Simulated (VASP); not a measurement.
# MgO (R-3m) in VASP: a series of runs

MgO is run at these levels: r2SCAN; tasks: single point.

All numbers are computed with VASP 6.6.1; they aren't measurements. Logs are shortened: lines on timing, memory, paths and dates and some standing lists are left out, and cuts for length are marked.

### Step 1. The cell of the first run

It takes space group R-3m (No. 166, trigonal). Conventional cell: a = 2.898 Å, b = 2.898 Å, c = 7.665 Å, α = 90.00°, β = 90.00°, γ = 120.00°. Mg (site symmetry -3m) has 6 O at 2.10 Å and 6 Mg at 2.90 Å within 2.9 Å. O (site symmetry -3m) has 6 Mg at 2.10 Å and 6 O at 2.90 Å within 2.9 Å.

### Step 2. Single point, r2SCAN

Input file POSCAR:

```
MgO
1.0
    0.1092729437      2.1581406381      2.1581406381
    2.1581406381      0.1092729437      2.1581406381
    2.1581406381      2.1581406381      0.1092729437
Mg O
1 1
Direct
    0.0000000000      0.0000000000      0.0000000000
    0.5000000000      0.5000000000      0.5000000000
```

Input file INCAR.step1:

```
SYSTEM = MgO
PREC     = Accurate       ! precision mode
ENCUT    = 920            ! plane-wave cutoff, eV
ISMEAR   = 0              ! smearing method
SIGMA    = 0.05           ! smearing width, eV
LREAL    = .FALSE.        ! projectors in reciprocal space
LASPH    = .TRUE.         ! aspherical terms in the spheres
NELM     = 120            ! most SCF steps
NBANDS   = 15             ! bands
GGA      = PE             ! functional
ALGO     = Normal         ! electronic algorithm
EDIFF    = 1E-5           ! SCF threshold, eV
LWAVE    = .TRUE.         ! write WAVECAR
LCHARG   = .FALSE.        ! write CHGCAR
GGA_COMPAT= .FALSE.
```

Input file INCAR.step2:

```
SYSTEM = MgO
PREC     = Accurate       ! precision mode
ENCUT    = 920            ! plane-wave cutoff, eV
EDIFF    = 1E-6           ! SCF threshold, eV
ISMEAR   = 0              ! smearing method
SIGMA    = 0.05           ! smearing width, eV
LREAL    = .FALSE.        ! projectors in reciprocal space
LASPH    = .TRUE.         ! aspherical terms in the spheres
NELM     = 120            ! most SCF steps
ALGO     = Normal         ! electronic algorithm
ISIF     = 2              ! what is computed and relaxed
LWAVE    = .FALSE.        ! write WAVECAR
LCHARG   = .TRUE.         ! write CHGCAR
METAGGA  = R2SCAN         ! meta-GGA
LMIXTAU  = .TRUE.       
LELF     = .TRUE.         ! ELF
LVHAR    = .TRUE.       
NBANDS   = 15             ! bands
ISTART   = 1            
GGA_COMPAT= .FALSE.
```

Input file KPOINTS:

```
Automatic mesh
0
G
  10 10 10
  0 0 0
```

Potentials or basis: VASP PAW PBE potentials, release 64 (Mg_sv, O).

Command:

```sh
> cat potpaw_PBE.64/Mg_sv/POTCAR potpaw_PBE.64/O/POTCAR > POTCAR
> cp INCAR.step1 INCAR
> mpirun -np 1 vasp_std > vasp.out
> cp INCAR.step2 INCAR
> mpirun -np 1 vasp_std > vasp.out
```

OUTCAR:

```text
SYSTEM = MgO
   PREC = Accurate
   ENCUT = 920
   EDIFF = 1E-6
   ISMEAR = 0
   LREAL = .FALSE.
   LASPH = .TRUE.
   NELM = 120
   ISIF = 2
   METAGGA = R2SCAN
   ISTART = 1

 ion  position               nearest neighbor table
   1  0.000  0.000  0.000-   2 2.10   2 2.10   2 2.10   2 2.10   2 2.10   2 2.10
   2  0.500  0.500  0.500-   1 2.10   1 2.10   1 2.10   1 2.10   1 2.10   1 2.10

  LATTYP: Found a trigonal (rhomboedric) cell.
 ALAT       =     3.0540272762
 COS(alpha) =     0.5499279885

  Lattice vectors:

 A1 = (   0.1092729437,   2.1581406381,   2.1581406381)
 A2 = (   2.1581406381,   0.1092729437,   2.1581406381)
 A3 = (   2.1581406381,   2.1581406381,   0.1092729437)

Analysis of symmetry for initial positions (statically):
=====================================================================
 Subroutine PRICEL returns:
 Original cell was already a primitive cell.

 Routine SETGRP: Setting up the symmetry group for a
 trigonal (rhombohedral) supercell.

 Subroutine GETGRP returns: Found 12 space group operations
 (whereof 12 operations were pure point group operations)
 out of a pool of 12 trial point group operations.

The static configuration has the point symmetry D_3d.

Analysis of symmetry for dynamics (positions and initial velocities):
=====================================================================
 Subroutine PRICEL returns:
 Original cell was already a primitive cell.

 Routine SETGRP: Setting up the symmetry group for a
 trigonal (rhombohedral) supercell.

 Subroutine GETGRP returns: Found 12 space group operations
 (whereof 12 operations were pure point group operations)
 out of a pool of 12 trial point group operations.

The dynamic configuration has the point symmetry D_3d.

 Subroutine INISYM returns: Found 12 space group operations
 (whereof 12 operations are pure point group operations),
 and found     1 'primitive' translations

----------------------------------------------------------------------------------------

                                     Primitive cell

  volume of cell :      18.5779

  direct lattice vectors                    reciprocal lattice vectors
     0.109272944  2.158140638  2.158140638    -0.250062842  0.238011621  0.238011621
     2.158140638  0.109272944  2.158140638     0.238011621 -0.250062842  0.238011621
     2.158140638  2.158140638  0.109272944     0.238011621  0.238011621 -0.250062842

  length of vectors
     3.054027276  3.054027276  3.054027276     0.419321462  0.419321462  0.419321462

  position of ions in fractional coordinates (direct lattice)
     0.000000000  0.000000000  0.000000000
     0.500000000  0.500000000  0.500000000

  ion indices of the primitive-cell ions
   primitive index   ion index
                 1           1
                 2           2

----------------------------------------------------------------------------------------

 KPOINTS: Automatic mesh

Automatic generation of k-mesh.
 Grid dimensions read from file:
 generate k-points for:   10   10   10

 Generating k-lattice:

  Cartesian coordinates                     Fractional coordinates (reciprocal lattice)
    -0.025006284  0.023801162  0.023801162     0.100000000 -0.000000000 -0.000000000
     0.023801162 -0.025006284  0.023801162    -0.000000000  0.100000000 -0.000000000
     0.023801162  0.023801162 -0.025006284    -0.000000000 -0.000000000  0.100000000

  Length of vectors
     0.041932146  0.041932146  0.041932146

  Shift w.r.t. Gamma in fractional coordinates (k-lattice)
     0.000000000  0.000000000  0.000000000

 Subroutine IBZKPT returns following result:
 ===========================================

 Found    116 irreducible k-points:

 Following reciprocal coordinates:
            Coordinates               Weight
  0.000000  0.000000  0.000000      1.000000
  0.100000  0.000000  0.000000      6.000000
  0.200000  0.000000  0.000000      6.000000
  0.300000  0.000000  0.000000      6.000000
  0.400000  0.000000  0.000000      6.000000
  0.500000  0.000000  0.000000      3.000000
[... 16 lines left out ...]
  0.300000  0.300000  0.000000      6.000000
  0.400000  0.300000  0.000000     12.000000
 [... further k-points ...]
   k-points           NKPTS =    116   k-points in BZ     NKDIM =    116   number of bands    NBANDS=     15
   number of dos      NEDOS =    301   number of ions     NIONS =      2
   total plane-waves  NPLWV =  27000
   dimension x,y,z NGX =    30 NGY =   30 NGZ =   30
   dimension x,y,z NGXF=    60 NGYF=   60 NGZF=   60
   ions per type =               1   1
   NGX,Y,Z   is equivalent  to a cutoff of  16.33, 16.33, 16.33 a.u.
   NGXF,Y,Z  is equivalent  to a cutoff of  32.66, 32.66, 32.66 a.u.
 SYSTEM =  MgO
   PREC   = accura    normal or accurate (medium, high low for compatibility)
   ISTART =      1    job   : 0-new  1-cont  2-samecut
   ICHARG =      0    charge: 1-file 2-atom 10-const
   ISPIN  =      1    spin polarized calculation?
   LNONCOLLINEAR =      F non collinear calculations
   LSORBIT =      F    spin-orbit coupling
   LASPH  =      T    aspherical Exc in radial PAW
   ENCUT  =  920.0 eV  67.62 Ry    8.22 a.u.   7.55  7.55  7.55*2*pi/ulx,y,z
   NELM   =    120;   NELMIN=  2; NELMDL=  0     # of ELM steps
   EDIFF  = 0.1E-05   stopping-criterion for ELM
   LREAL  =      F    real-space projection
   EDIFFG = 0.1E-04   stopping-criterion for IOM
   NSW    =      0    number of steps for IOM
   IBRION =     -1    ionic relax: 0-MD 1-quasi-New 2-CG
   NFREE  =      0    steps in history (QN), initial steepest desc. (CG)
   ISIF   =      2    stress and relaxation
   ISYM   =      2    0-nonsym 1-usesym 2-fastsym
   POTIM  = 0.5000    time-step for ionic-motion
   TEBEG  =    0.0;   TEEND  =   0.0 temperature during run
   PSTRESS=    0.0 pullay stress
   NELECT =      16.0000    total number of electrons
   NUPDOWN=      -1.0000    fix difference up-down
   EMIN   =  10.00;   EMAX   =-10.00  energy-range for DOS
   EFERMI =   0.00;   METHOD = LEGACY
   ISMEAR =     0;   SIGMA  =   0.05  broadening in eV -4-tet -1-fermi 0-gaus
   EFERMI_NEDOS =   21; number of points for ismear=-14 and -15
   IALGO  =     38    algorithm
   IMIX   =      4    mixing-type and parameters
     AMIX     =   0.40;   BMIX     =  1.00
     AMIX_MAG =   1.60;   BMIX_MAG =  1.00
  volume/ion in A,a.u.               =       9.29        62.68
  Fermi-wavevector in a.u.,A,eV,Ry     =   1.557577  2.943395 33.008382  2.426048
  Thomas-Fermi vector in A             =   2.661207
   LORBIT       =      0    0 simple, 1 ext, 2 COOP (PROOUT), +10 PAW based schemes
   METAGGA = R2SCAN    functional components
   LHFCALC =     F    Hartree Fock is set to
   AEXX    =    0.0000 exact exchange contribution
   IVDW    =     0    specifies the selected vdW correction
   LEPSILON=     F    determine dielectric tensor
   LRPA    =     F    only Hartree local field effects (RPA)
 non-spin polarized calculation
 Gauss-broadening in eV      SIGMA  =   0.05
  energy-cutoff  :      920.00
  volume of cell :       18.58
 maximum number of plane-waves:      1195
   NGX = 15   NGY = 15   NGZ = 15

 number of electron      16.0000003 magnetization

 Free energy of the ion-electron system (eV)
  ---------------------------------------------------
  ext. energy  EPLUGINS =         0.00000000
  ---------------------------------------------------
  free energy    TOTEN  =       -16.07842743 eV

  energy without entropy =      -16.07842743  energy(sigma->0) =      -16.07842743

 E-fermi :   3.1715     XC(G=0): -12.0744

 val. band max:        2.7942361088   @ k =   0.0000   0.0000   0.0000
 cond. band min:       8.1507871168   @ k =   0.0000   0.0000   0.0000
 fundamental gap:      5.3565510080
 Fermi energy:         3.1714739597

 k-point     1 :       0.0000    0.0000    0.0000
  band No.  band energies     occupation
      1     -72.4422      2.00000
      2     -37.5385      2.00000
      3     -37.5385      2.00000
      4     -37.5054      2.00000
      5     -15.6461      2.00000
      6       2.1486      2.00000
      7       2.7942      2.00000
      8       2.7942      2.00000
      9       8.1508      0.00000
     10      18.1524      0.00000
     11      20.2298      0.00000
     12      20.2298      0.00000
     13      23.4131      0.00000
     14      25.5059      0.00000
     15      25.5059      0.00000

 k-point     2 :       0.1000    0.0000    0.0000
  band No.  band energies     occupation
      1     -72.4414      2.00000
      2     -37.5473      2.00000
      3     -37.5398      2.00000
      4     -37.5062      2.00000
      5     -15.5326      2.00000
      6       1.9489      2.00000
      7       2.2892      2.00000
      8       2.7136      2.00000
      9       8.7591      0.00000
     10      18.1340      0.00000
     11      19.0569      0.00000
     12      20.4448      0.00000
     13      24.3359      0.00000
     14      24.9779      0.00000
     15      25.4136      0.00000

 k-point     3 :       0.2000    0.0000    0.0000
  band No.  band energies     occupation
      1     -72.4389      2.00000
      2     -37.5708      2.00000
      3     -37.5431      2.00000
      4     -37.5078      2.00000
      5     -15.2214      2.00000
      6       0.7491      2.00000
      7       1.9873      2.00000
      8       2.5097      2.00000
      9       9.9389      0.00000
     10      16.8751      0.00000
     11      19.3455      0.00000
     12      20.7803      0.00000
     13      23.3940      0.00000
     14      24.6370      0.00000
     15      26.3610      0.00000
[... 343 lines left out ...]
 k-point    23 :       0.3000    0.3000    0.0000
  band No.  band energies     occupation
      1     -72.4347      2.00000
      2     -37.5905      2.00000
      3     -37.5563      2.00000
      4     -37.5240      2.00000
      5     -14.6545      2.00000
      6      -0.5757      2.00000
      7       1.3438      2.00000
      8       1.9126      2.00000
      9      12.2978      0.00000
     10      14.0806      0.00000
     11      18.2922      0.00000
     12      21.4612      0.00000
     13      22.4386      0.00000
     14      28.2033      0.00000
     15      31.1269      0.00000

 k-point    24 :       0.4000    0.3000    0.0000
  band No.  band energies     occupation
      1     -72.4328      2.00000
      2     -37.6013      2.00000
      3     -37.5632      2.00000
      4     -37.5263      2.00000
      5     -14.4079      2.00000
      6      -0.9839      2.00000
      7       1.1792      2.00000
      8       1.5163      2.00000
      9      12.7325      0.00000
     10      14.2055      0.00000
     11      17.4296      0.00000
     12      21.7576      0.00000
     13      22.8877      0.00000
     14      28.8521      0.00000
     15      30.7755      0.00000

 [... further k-points ...]

------------------------ aborting loop because EDIFF is reached ----------------------------------------

  FORCE on cell =-STRESS in cart. coord.  units (eV):
  Direction    XX          YY          ZZ          XY          YZ          ZX
  --------------------------------------------------------------------------------------
  -------------------------------------------------------------------------------------
  Total        0.0512962      0.0512962      0.0512962     -1.0327036     -1.0327036     -1.0327036
  in kB        4.4238451      4.4238451      4.4238451    -89.0616627    -89.0616627    -89.0616627
  external PRESSURE =       4.4238451 kB  Pullay stress =       0.0000000 kB

 VOLUME and BASIS-vectors are now :
 -----------------------------------------------------------------------------
  energy-cutoff  :      920.00
  volume of cell :       18.58
      direct lattice vectors                 reciprocal lattice vectors
     0.109272944  2.158140638  2.158140638    -0.250062842  0.238011621  0.238011621
     2.158140638  0.109272944  2.158140638     0.238011621 -0.250062842  0.238011621
     2.158140638  2.158140638  0.109272944     0.238011621  0.238011621 -0.250062842

 POSITION                                       TOTAL-FORCE (eV/Angst)
 -----------------------------------------------------------------------------------
      0.00000      0.00000      0.00000         0.000000     -0.000000     -0.000000
      2.21278      2.21278      2.21278        -0.000000      0.000000      0.000000
 -----------------------------------------------------------------------------------
    total drift:                                0.000000      0.000000      0.000000

  FREE ENERGIE OF THE ION-ELECTRON SYSTEM (eV)
  ---------------------------------------------------
  free  energy   TOTEN  =       -16.0784274288 eV

  energy  without entropy=      -16.0784274288  energy(sigma->0) =      -16.07842743
```

Wall time 2.3 min (1 thread of Intel Xeon Platinum 8488C (Sapphire Rapids), shared host); peak memory 0.21 GiB.

What came out:

| Item | Value |
| --- | --- |
| Free energy | -16.0784 eV |
| Pressure | 0.4 GPa |
| Band gap on the k mesh | 5.36 eV |

Caveat: the PAW data sets were made with another functional, which shifts forces and pressure a little.

### Step 3. Single point, r2SCAN

This run uses another cell than the first one, of the same volume but with other edges.

Input file POSCAR:

```
MgO
1.0
    0.2637546679      2.2419146773      2.2419146773
    2.2419146773      0.2637546679      2.2419146773
    2.2419146773      2.2419146773      0.2637546679
Mg O
1 1
Direct
    0.0000000000      0.0000000000      0.0000000000
    0.5000000000      0.5000000000      0.5000000000
```

Input file INCAR.step1:

```
SYSTEM = MgO
  PREC = Accurate
  ENCUT = 920
  ISMEAR = 0
  SIGMA = 0.05
  LREAL = .False.
  LASPH = .True.
  NELM = 120
  NBANDS = 15
  GGA = PE
  ALGO = Normal
  EDIFF = 1E-5
  LWAVE = .True.
  LCHARG = .False.
  GGA_COMPAT = .False.
```

Input file INCAR.step2:

```
SYSTEM = MgO
  PREC = Accurate
  ENCUT = 920
  EDIFF = 1E-6
  ISMEAR = 0
  SIGMA = 0.05
  LREAL = .False.
  LASPH = .True.
  NELM = 120
  ALGO = Normal
  ISIF = 2
  LWAVE = .False.
  LCHARG = .False.
  METAGGA = R2SCAN
  LMIXTAU = .True.
  NBANDS = 15
  ISTART = 1
  GGA_COMPAT = .False.
```

Input file KPOINTS:

```
Automatic mesh
0
Gamma
  10 10 10
  0 0 0
```

Potentials or basis: VASP PAW PBE potentials, release 64 (Mg_sv, O).

Command:

```sh
> cat potpaw_PBE.64/Mg_sv/POTCAR potpaw_PBE.64/O/POTCAR > POTCAR
> cp INCAR.step1 INCAR
> mpirun -np 1 vasp_std > vasp.out
> cp INCAR.step2 INCAR
> mpirun -np 1 vasp_std > vasp.out
```

It took 5 min on 1 thread of AMD EPYC 7R43 (Zen 3), shared host; peak memory 0.2 GiB.

Results (log left out):

```
Free energy            : -15.6845 eV
Pressure               : 1.4 GPa
Band gap on the k mesh : 4.27 eV
```

Stress tensor (GPa, compression positive):
```
  1.36 -23.78 -23.78
-23.78   1.36 -23.78
-23.78 -23.78   1.36
```

Levels at points of the mesh, in eV from the valence-band top:
```csv
k point,band 4,band 5,band 6,band 7,band 8,band 9,band 10,band 11,band 12,band 13
"(0.00, 0.00, 0.00)",-40.95,-18.84,-1.70,0.00,0.00,4.27,13.97,18.02,18.02,19.46
"(0.50, 0.00, 0.00)",-40.95,-17.33,-5.04,-2.02,-0.89,7.31,13.21,15.65,17.32,20.88
"(0.50, 0.50, 0.00)",-40.96,-17.24,-4.70,-2.64,-1.19,8.32,11.65,12.80,19.51,20.76
"(0.50, 0.50, 0.50)",-41.01,-17.95,-5.96,-0.39,-0.39,9.67,10.95,19.72,19.72,22.81
```

Caveat: the PAW data sets were made with another functional, which shifts forces and pressure a little.
